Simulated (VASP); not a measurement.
# Si (Fd-3m) in VASP: notebook

The runs below take Si through single point, relaxation of cell and atoms, with RPBE, revPBE, BLYP.

Program: VASP 6.6.1. These are calculated values, not measurements. Logs are shortened: lines on timing, memory, paths and dates and some standing lists are left out, and cuts for length are marked.

## Step 1: The cell of the first run

Symmetry: Fd-3m, No. 227, cubic system. Conventional cell: a = 5.501 Å, b = 5.501 Å, c = 5.501 Å, α = 90.00°, β = 90.00°, γ = 90.00°. Within 3.1 Å of Si (site symmetry -43m) lie 4 Si at 2.38 Å.

## Step 2: Single point, RPBE

The input, INCAR:

```
SYSTEM = Si
PREC = Accurate ; ENCUT = 520
EDIFF = 1E-6 ; ISMEAR = -1
SIGMA = 0.05 ; LREAL = .False.
LASPH = .True. ; NELM = 60
ALGO = Normal ; ISIF = 2
LWAVE = .False. ; LCHARG = .False.
GGA = RP ; NBANDS = 11
```

The input, KPOINTS:

```
Automatic mesh
0
Gamma
  8 8 8
  0 0 0
```

The input, POSCAR:

```
Si
1.0
    0.0000000000      2.7505871148      2.7505871148
    2.7505871148      0.0000000000      2.7505871148
    2.7505871148      2.7505871148      0.0000000000
Si
2
Direct
    0.5000000000      0.5000000000      0.5000000000
    0.7500000000      0.7500000000      0.7500000000
```

Potentials or basis: VASP PAW PBE potentials, release 64 (Si).

The run is started by

```
cat potpaw_PBE.64/Si/POTCAR > POTCAR
mpirun -np 1 vasp_std > vasp.out
```

OUTCAR:

```text
SYSTEM = Si
   PREC = Accurate
   ENCUT = 520
   EDIFF = 1E-6
   ISMEAR = -1
   LREAL = .False.
   LASPH = .True.
   NELM = 60
   ISIF = 2
   GGA = RP

 ion  position               nearest neighbor table
   1  0.500  0.500  0.500-   2 2.38   2 2.38   2 2.38   2 2.38
   2  0.750  0.750  0.750-   1 2.38   1 2.38   1 2.38   1 2.38

  LATTYP: Found a face centered cubic cell.
 ALAT       =     5.5011742296

  Lattice vectors:

 A1 = (   0.0000000000,   2.7505871148,   2.7505871148)
 A2 = (   2.7505871148,   0.0000000000,   2.7505871148)
 A3 = (   2.7505871148,   2.7505871148,   0.0000000000)

Analysis of symmetry for initial positions (statically):
=====================================================================
 Subroutine PRICEL returns:
 Original cell was already a primitive cell.

 Routine SETGRP: Setting up the symmetry group for a
 face centered cubic supercell.

 Subroutine GETGRP returns: Found 48 space group operations
 (whereof 24 operations were pure point group operations)
 out of a pool of 48 trial point group operations.

The static configuration has the point symmetry T_d .
 The point group associated with its full space group is O_h .

Analysis of symmetry for dynamics (positions and initial velocities):
=====================================================================
 Subroutine PRICEL returns:
 Original cell was already a primitive cell.

 Routine SETGRP: Setting up the symmetry group for a
 face centered cubic supercell.

 Subroutine GETGRP returns: Found 48 space group operations
 (whereof 24 operations were pure point group operations)
 out of a pool of 48 trial point group operations.

The dynamic configuration has the point symmetry T_d .
 The point group associated with its full space group is O_h .

 Subroutine INISYM returns: Found 48 space group operations
 (whereof 24 operations are pure point group operations),
 and found     1 'primitive' translations

----------------------------------------------------------------------------------------

                                     Primitive cell

  volume of cell :      41.6204

  direct lattice vectors                    reciprocal lattice vectors
     0.000000000  2.750587115  2.750587115    -0.181779373  0.181779373  0.181779373
     2.750587115  0.000000000  2.750587115     0.181779373 -0.181779373  0.181779373
     2.750587115  2.750587115  0.000000000     0.181779373  0.181779373 -0.181779373

  length of vectors
     3.889917602  3.889917602  3.889917602     0.314851109  0.314851109  0.314851109

  position of ions in fractional coordinates (direct lattice)
     0.500000000  0.500000000  0.500000000
     0.750000000  0.750000000  0.750000000

  ion indices of the primitive-cell ions
   primitive index   ion index
                 1           1
                 2           2

----------------------------------------------------------------------------------------

 KPOINTS: Automatic mesh

Automatic generation of k-mesh.
 Grid dimensions read from file:
 generate k-points for:    8    8    8

 Generating k-lattice:

  Cartesian coordinates                     Fractional coordinates (reciprocal lattice)
    -0.022722422  0.022722422  0.022722422     0.125000000  0.000000000  0.000000000
     0.022722422 -0.022722422  0.022722422     0.000000000  0.125000000  0.000000000
     0.022722422  0.022722422 -0.022722422     0.000000000  0.000000000  0.125000000

  Length of vectors
     0.039356389  0.039356389  0.039356389

  Shift w.r.t. Gamma in fractional coordinates (k-lattice)
     0.000000000  0.000000000  0.000000000

 Subroutine IBZKPT returns following result:
 ===========================================

 Found     29 irreducible k-points:

 Following reciprocal coordinates:
            Coordinates               Weight
  0.000000  0.000000  0.000000      1.000000
  0.125000  0.000000  0.000000      8.000000
  0.250000  0.000000  0.000000      8.000000
  0.375000  0.000000  0.000000      8.000000
  0.500000  0.000000  0.000000      4.000000
  0.125000  0.125000  0.000000      6.000000
[... 16 lines left out ...]
  0.500000  0.250000  0.125000     48.000000
 -0.375000  0.250000  0.125000     24.000000
 [... further k-points ...]
   k-points           NKPTS =     29   k-points in BZ     NKDIM =     29   number of bands    NBANDS=     11
   number of dos      NEDOS =    301   number of ions     NIONS =      2
   total plane-waves  NPLWV =  27000
   dimension x,y,z NGX =    30 NGY =   30 NGZ =   30
   dimension x,y,z NGXF=    60 NGYF=   60 NGZF=   60
   ions per type =               2
   NGX,Y,Z   is equivalent  to a cutoff of  12.82, 12.82, 12.82 a.u.
   NGXF,Y,Z  is equivalent  to a cutoff of  25.64, 25.64, 25.64 a.u.
 SYSTEM =  Si
   PREC   = accura    normal or accurate (medium, high low for compatibility)
   ISTART =      0    job   : 0-new  1-cont  2-samecut
   ICHARG =      2    charge: 1-file 2-atom 10-const
   ISPIN  =      1    spin polarized calculation?
   LNONCOLLINEAR =      F non collinear calculations
   LSORBIT =      F    spin-orbit coupling
   LASPH  =      T    aspherical Exc in radial PAW
   ENCUT  =  520.0 eV  38.22 Ry    6.18 a.u.   7.23  7.23  7.23*2*pi/ulx,y,z
   NELM   =     60;   NELMIN=  2; NELMDL= -5     # of ELM steps
   EDIFF  = 0.1E-05   stopping-criterion for ELM
   LREAL  =      F    real-space projection
   EDIFFG = 0.1E-04   stopping-criterion for IOM
   NSW    =      0    number of steps for IOM
   IBRION =     -1    ionic relax: 0-MD 1-quasi-New 2-CG
   NFREE  =      0    steps in history (QN), initial steepest desc. (CG)
   ISIF   =      2    stress and relaxation
   ISYM   =      2    0-nonsym 1-usesym 2-fastsym
   POTIM  = 0.5000    time-step for ionic-motion
   TEBEG  =    0.0;   TEEND  =   0.0 temperature during run
   PSTRESS=    0.0 pullay stress
   NELECT =       8.0000    total number of electrons
   NUPDOWN=      -1.0000    fix difference up-down
   EMIN   =  10.00;   EMAX   =-10.00  energy-range for DOS
   EFERMI =   0.00;   METHOD = LEGACY
   ISMEAR =    -1;   SIGMA  =   0.05  broadening in eV -4-tet -1-fermi 0-gaus
   EFERMI_NEDOS =   21; number of points for ismear=-14 and -15
   IALGO  =     38    algorithm
   IMIX   =      4    mixing-type and parameters
     AMIX     =   0.40;   BMIX     =  1.00
     AMIX_MAG =   1.60;   BMIX_MAG =  1.00
  volume/ion in A,a.u.               =      20.81       140.43
  Fermi-wavevector in a.u.,A,eV,Ry     =   0.944792  1.785398 12.144988  0.892631
  Thomas-Fermi vector in A             =   2.072631
   LORBIT       =      0    0 simple, 1 ext, 2 COOP (PROOUT), +10 PAW based schemes
   GGA     = RP    functional components
   LHFCALC =     F    Hartree Fock is set to
   AEXX    =    0.0000 exact exchange contribution
   IVDW    =     0    specifies the selected vdW correction
   LEPSILON=     F    determine dielectric tensor
   LRPA    =     F    only Hartree local field effects (RPA)
 non-spin polarized calculation
  energy-cutoff  :      520.00
  volume of cell :       41.62
 maximum number of plane-waves:      1139
 NGX is ok and might be reduce to    30
   NGX = 15   NGY = 15   NGZ = 15

 number of electron       8.0000001 magnetization

 Free energy of the ion-electron system (eV)
  ---------------------------------------------------
  ext. energy  EPLUGINS =         0.00000000
  ---------------------------------------------------
  free energy    TOTEN  =       -10.32204045 eV

  energy without entropy =      -10.32203075  energy(sigma->0) =      -10.32203560

 E-fermi :   5.8625     XC(G=0):  -9.1603

 val. band max:        5.5135787260   @ k =   0.0000   0.0000   0.0000
 cond. band min:       6.2503419327   @ k =   0.3750   0.3750   0.0000
 fundamental gap:      0.7367632066
 Fermi energy:         5.8624598087

 k-point     1 :       0.0000    0.0000    0.0000
  band No.  band energies     occupation
      1      -6.1586      2.00000
      2       5.5136      1.99814
      3       5.5136      1.99814
      4       5.5136      1.99814
      5       8.0674      0.00000
      6       8.0674      0.00000
      7       8.0674      0.00000
      8       8.5666      0.00000
      9      13.1592      0.00000
     10      13.1592      0.00000
     11      13.5405      0.00000

 k-point     2 :       0.1250    0.0000    0.0000
  band No.  band energies     occupation
      1      -5.9614      2.00000
      2       3.9417      2.00000
      3       5.2366      1.99999
      4       5.2366      1.99999
      5       7.9478      0.00000
      6       8.4755      0.00000
      7       8.4755      0.00000
      8       9.9813      0.00000
      9      12.7139      0.00000
     10      12.7139      0.00000
     11      14.2872      0.00000

 k-point     3 :       0.2500    0.0000    0.0000
  band No.  band energies     occupation
      1      -5.3869      2.00000
      2       1.6796      2.00000
      3       4.7804      2.00000
      4       4.7804      2.00000
      5       7.4765      0.00000
      6       8.9932      0.00000
      7       8.9932      0.00000
      8      12.2144      0.00000
      9      12.6748      0.00000
     10      12.6748      0.00000
     11      14.5433      0.00000

 k-point     4 :       0.3750    0.0000    0.0000
  band No.  band energies     occupation
      1      -4.5299      2.00000
      2      -0.2714      2.00000
      3       4.4609      2.00000
      4       4.4609      2.00000
      5       7.1185      0.00000
      6       8.9718      0.00000
      7       8.9718      0.00000
      8      13.4371      0.00000
      9      14.0009      0.00000
     10      14.0009      0.00000
     11      15.0140      0.00000
[... 239 lines left out ...]
 k-point    22 :       0.3750    0.2500    0.1250
  band No.  band energies     occupation
      1      -4.8755      2.00000
      2       1.2809      2.00000
      3       2.9249      2.00000
      4       4.1393      2.00000
      5       7.9864      0.00000
      6       9.3132      0.00000
      7       9.7564      0.00000
      8      10.9189      0.00000
      9      13.1751      0.00000
     10      15.5169      0.00000
     11      16.4993      0.00000

 k-point    23 :       0.5000    0.2500    0.1250
  band No.  band energies     occupation
      1      -4.0230      2.00000
      2      -0.2107      2.00000
      3       2.3289      2.00000
      4       3.6653      2.00000
      5       8.4035      0.00000
      6       9.0559      0.00000
      7      10.4942      0.00000
      8      11.3606      0.00000
      9      14.3840      0.00000
     10      15.1018      0.00000
     11      17.4134      0.00000

 k-point    24 :      -0.3750    0.2500    0.1250
  band No.  band energies     occupation
      1      -3.4056      2.00000
      2      -1.1070      2.00000
      3       2.1967      2.00000
      4       3.4483      2.00000
      5       8.5406      0.00000
      6       8.7075      0.00000
      7      11.3218      0.00000
      8      12.5716      0.00000
      9      12.7822      0.00000
     10      15.9789      0.00000
     11      16.9891      0.00000

 [... further k-points ...]
[... 5 lines left out ...]
  --------------------------------------------------------------------------------------
  -------------------------------------------------------------------------------------
  Total       -0.0443954     -0.0443954     -0.0443954     -0.0000000     -0.0000000      0.0000000
  in kB       -1.7089994     -1.7089994     -1.7089994     -0.0000000     -0.0000000      0.0000000
  external PRESSURE =      -1.7089994 kB  Pullay stress =       0.0000000 kB

 VOLUME and BASIS-vectors are now :
 -----------------------------------------------------------------------------
  energy-cutoff  :      520.00
  volume of cell :       41.62
      direct lattice vectors                 reciprocal lattice vectors
     0.000000000  2.750587115  2.750587115    -0.181779373  0.181779373  0.181779373
     2.750587115  0.000000000  2.750587115     0.181779373 -0.181779373  0.181779373
     2.750587115  2.750587115  0.000000000     0.181779373  0.181779373 -0.181779373

 POSITION                                       TOTAL-FORCE (eV/Angst)
 -----------------------------------------------------------------------------------
      2.75059      2.75059      2.75059         0.000000      0.000000      0.000000
      4.12588      4.12588      4.12588        -0.000000     -0.000000     -0.000000
 -----------------------------------------------------------------------------------
    total drift:                                0.000000     -0.000000     -0.000000

  FREE ENERGIE OF THE ION-ELECTRON SYSTEM (eV)
  ---------------------------------------------------
  free  energy   TOTEN  =       -10.3220404545 eV

  energy  without entropy=      -10.3220307453  energy(sigma->0) =      -10.32203560
```

Run time: 19 s. Hardware: 1 thread of AMD EPYC 7R43 (Zen 3), shared host; peak memory 0.11 GiB.

Results:

- Free energy: -10.3220 eV
- Pressure: -0.2 GPa
- Band gap on the k mesh: 0.74 eV, indirect (least direct gap 2.55 eV)

Levels at points of the mesh, in eV from the valence-band top:
| k point | band 1 | band 2 | band 3 | band 4 | band 5 | band 6 | band 7 | band 8 |
| --- | --- | --- | --- | --- | --- | --- | --- | --- |
| (0.00, 0.00, 0.00) | -11.67 | 0.00 | 0.00 | 0.00 | 2.55 | 2.55 | 2.55 | 3.05 |
| (0.50, 0.00, 0.00) | -9.44 | -6.76 | -1.16 | -1.16 | 1.48 | 3.36 | 3.36 | 7.82 |
| (0.50, 0.50, 0.00) | -7.67 | -7.67 | -2.74 | -2.74 | 0.85 | 0.85 | 9.83 | 9.83 |

Caveat: the PAW data sets were made with another functional, which shifts forces and pressure a little. A k mesh can miss the band edges.

## Step 3: Single point, revPBE

This run uses another cell than the first one, of 20.72 Å³/atom, 0.996 times its volume.

The input, INCAR:

```
SYSTEM = Si
PREC = Accurate ; ENCUT = 520
EDIFF = 1E-6 ; ISMEAR = -1
SIGMA = 0.05 ; LREAL = .FALSE.
LASPH = .TRUE. ; NELM = 60
ALGO = Normal ; ISIF = 2
LWAVE = .FALSE. ; LCHARG = .FALSE.
GGA = RE ; NBANDS = 11
```

The input, KPOINTS:

```
regular mesh
0
G
  8 8 8
  0 0 0
```

The input, POSCAR:

```
Si
1.0
    0.0000000000      2.7464888575      2.7464888575
    2.7464888575      0.0000000000      2.7464888575
    2.7464888575      2.7464888575      0.0000000000
Si
2
Direct
    0.5000000000      0.5000000000      0.5000000000
    0.7500000000      0.7500000000      0.7500000000
```

Potentials or basis: VASP PAW PBE potentials, release 64 (Si).

The run is started by

```
cat potpaw_PBE.64/Si/POTCAR > POTCAR
mpirun -np 1 vasp_std > vasp.out
```

OUTCAR:

```text
SYSTEM = Si
   PREC = Accurate
   ENCUT = 520
   EDIFF = 1E-6
   ISMEAR = -1
   LREAL = .FALSE.
   LASPH = .TRUE.
   NELM = 60
   ISIF = 2
   GGA = RE

 ion  position               nearest neighbor table
   1  0.500  0.500  0.500-   2 2.38   2 2.38   2 2.38   2 2.38
   2  0.750  0.750  0.750-   1 2.38   1 2.38   1 2.38   1 2.38

  LATTYP: Found a face centered cubic cell.
 ALAT       =     5.4929777150

  Lattice vectors:

 A1 = (   0.0000000000,   2.7464888575,   2.7464888575)
 A2 = (   2.7464888575,   0.0000000000,   2.7464888575)
 A3 = (   2.7464888575,   2.7464888575,   0.0000000000)

Analysis of symmetry for initial positions (statically):
=====================================================================
 Subroutine PRICEL returns:
 Original cell was already a primitive cell.

 Routine SETGRP: Setting up the symmetry group for a
 face centered cubic supercell.

 Subroutine GETGRP returns: Found 48 space group operations
 (whereof 24 operations were pure point group operations)
 out of a pool of 48 trial point group operations.

The static configuration has the point symmetry T_d .
 The point group associated with its full space group is O_h .

Analysis of symmetry for dynamics (positions and initial velocities):
[... 164 lines left out ...]
 fundamental gap:      0.7119040426
 Fermi energy:         5.8760307458

 k-point     1 :       0.0000    0.0000    0.0000
  band No.  band energies     occupation
      1      -6.1683      2.00000
      2       5.5397      1.99760
      3       5.5397      1.99760
      4       5.5397      1.99760
      5       8.0936      0.00000
      6       8.0936      0.00000
      7       8.0936      0.00000
      8       8.6160      0.00000
      9      13.1994      0.00000
     10      13.1994      0.00000
     11      13.5205      0.00000
[... 309 lines left out ...]
 k-point    24 :      -0.3750    0.2500    0.1250
  band No.  band energies     occupation
      1      -3.4006      2.00000
      2      -1.1027      2.00000
      3       2.2041      2.00000
      4       3.4625      2.00000
      5       8.5649      0.00000
      6       8.7188      0.00000
      7      11.3569      0.00000
      8      12.5968      0.00000
      9      12.8169      0.00000
     10      16.0131      0.00000
     11      17.0332      0.00000

 [... further k-points ...]
[... 5 lines left out ...]
  --------------------------------------------------------------------------------------
  -------------------------------------------------------------------------------------
  Total       -0.0366356     -0.0366356     -0.0366356      0.0000000      0.0000000      0.0000000
  in kB       -1.4166120     -1.4166120     -1.4166120      0.0000000      0.0000000      0.0000000
  external PRESSURE =      -1.4166120 kB  Pullay stress =       0.0000000 kB

 VOLUME and BASIS-vectors are now :
 -----------------------------------------------------------------------------
  energy-cutoff  :      520.00
  volume of cell :       41.43
      direct lattice vectors                 reciprocal lattice vectors
     0.000000000  2.746488858  2.746488858    -0.182050620  0.182050620  0.182050620
     2.746488858  0.000000000  2.746488858     0.182050620 -0.182050620  0.182050620
     2.746488858  2.746488858  0.000000000     0.182050620  0.182050620 -0.182050620

 POSITION                                       TOTAL-FORCE (eV/Angst)
 -----------------------------------------------------------------------------------
      2.74649      2.74649      2.74649         0.000000      0.000000      0.000000
      4.11973      4.11973      4.11973        -0.000000     -0.000000     -0.000000
 -----------------------------------------------------------------------------------
    total drift:                                0.000000     -0.000000     -0.000000

  FREE ENERGIE OF THE ION-ELECTRON SYSTEM (eV)
  ---------------------------------------------------
  free  energy   TOTEN  =       -10.4281400013 eV

  energy  without entropy=      -10.4281278854  energy(sigma->0) =      -10.42813394
```

Wall time 16 s (1 thread of AMD EPYC 7R43 (Zen 3), shared host); peak memory 0.12 GiB.

Results:

| Item | Value |
| --- | --- |
| Free energy | -10.4281 eV |
| Pressure | -0.1 GPa |
| Band gap on the k mesh | 0.71 eV, indirect (least direct gap 2.55 eV) |

Caveat: the PAW data sets were made with another functional, which shifts forces and pressure a little. revPBE gaps usually lie below the measured ones, often by a third to a half.

[end of part 1 of 2]
